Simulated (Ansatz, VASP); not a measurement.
# One calculation of RbSn2, two programs

Contents of INCAR:

```
PREC = Accurate
ENCUT = 600
EDIFF = 1E-6
ISMEAR = 0
SIGMA = 0.1
LREAL = F
LASPH = T
NELM = 60
ALGO = Fast
ISIF = 3
LWAVE = F
LCHARG = F
GGA = PE
IBRION = 2
NSW = 100
EDIFFG = -0.01
```

File KPOINTS:

```
Automatic mesh
0
Gamma
  8 8 8
```

Contents of POSCAR:

```
RbSn2
1.0
    0.0000000000      4.6663042215      4.6663042215
    4.6663042215      0.0000000000      4.6663042215
    4.6663042215      4.6663042215      0.0000000000
Rb Sn
2 4
Direct
    0.0000000000      0.0000000000      0.0000000000
    0.2500000000      0.2500000000      0.2500000000
    0.6250000000      0.6250000000      0.6250000000
    0.1250000000      0.6250000000      0.6250000000
    0.6250000000      0.6250000000      0.1250000000
    0.6250000000      0.1250000000      0.6250000000
```

Input for Ansatz:

```yaml
crystal:
  lattice:
    - [0.0, 4.6663042215, 4.6663042215]
    - [4.6663042215, 0.0, 4.6663042215]
    - [4.6663042215, 4.6663042215, 0.0]
  atoms:
    - { symbol: Rb, position: [0.0, 0.0, 0.0] }
    - { symbol: Rb, position: [0.25, 0.25, 0.25] }
    - { symbol: Sn, position: [0.625, 0.625, 0.625] }
    - { symbol: Sn, position: [0.125, 0.625, 0.625] }
    - { symbol: Sn, position: [0.625, 0.625, 0.125] }
    - { symbol: Sn, position: [0.625, 0.125, 0.625] }
basis:
  ecutwfc: 420
kpoints:
  mp_grid: { grid: [8, 8, 8] }
hamiltonian:
  xc: pbe
scf:
  occupations: { method: gaussian, width: 0.1 }
output:
  forces: true
  stress: true
  eigenvalues: true
relax:
  adjacent_minimum: "off"
  f_tol: 0.01
  max_steps: 80
  cell: { stress_tol: 0.05 }
```

Alike in both runs: task relaxation of cell and atoms; functional PBE; k mesh 8 × 8 × 8; occupations gaussian, width 0.1 eV; no spin polarisation.

|  | VASP | Ansatz |
| --- | --- | --- |
| version | VASP 6.6.1 | Ansatz 0.2.0 |
| potentials or method | VASP PAW PBE potentials, release 64 (Rb_sv, Sn_d), cutoff 600 eV | scalar-relativistic, plane waves, PAW |
| valence electrons in the cell | 74 | 74 |

|  | VASP | Ansatz | Ansatz less VASP |
| --- | --- | --- | --- |
| gap on the k mesh at the Fermi level, each at its own relaxed structure (eV) | none | none | - |
| relaxed volume (Å³/atom) | 33.87 | 33.87 | 0.000 |
| relaxed length of the cell vector where the two differ most in proportion (Å) | 6.599 | 6.599 | 0.0000 |

A gap of «none» marks a metal or a gap that the smearing closes.

Noted on VASP's run: the relaxation stopped at its first step, so nothing moved.
